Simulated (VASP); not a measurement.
A run of VASP 6.6.1:

INCAR

```
SYSTEM = Si
PREC = Accurate
ENCUT = 520
EDIFF = 1E-6
ISMEAR = -1
SIGMA = 0.1
LREAL = .FALSE.
LASPH = .TRUE.
NELM = 80
ALGO = Normal
ISIF = 2
LWAVE = .FALSE.
LCHARG = .FALSE.
NBANDS = 11
```

Contents of KPOINTS:

```
regular mesh
0
G
  13 13 13
  0 0 0
```

POSCAR

```
Si
1.0
    0.0000000000      2.7008806138      2.7008806138
    2.7008806138      0.0000000000      2.7008806138
    2.7008806138      2.7008806138      0.0000000000
Si
2
Direct
   -0.1250000000     -0.1250000000     -0.1250000000
    0.1250000000      0.1250000000      0.1250000000
```

Potentials or basis: VASP PAW LDA potentials, release 64 (Si).

The run is started by

```bash
$ cat potpaw_LDA.64/Si/POTCAR > POTCAR
$ mpirun -np 1 vasp_std > vasp.out
```

Hardware: 1 thread of Intel Xeon 8259CL (shared host).

Estimate the wall time of this run.

It took 47 s on 1 thread of Intel Xeon 8259CL (shared host), peak memory 0.15 GiB. Counts: scf iterations 11, k points 84.
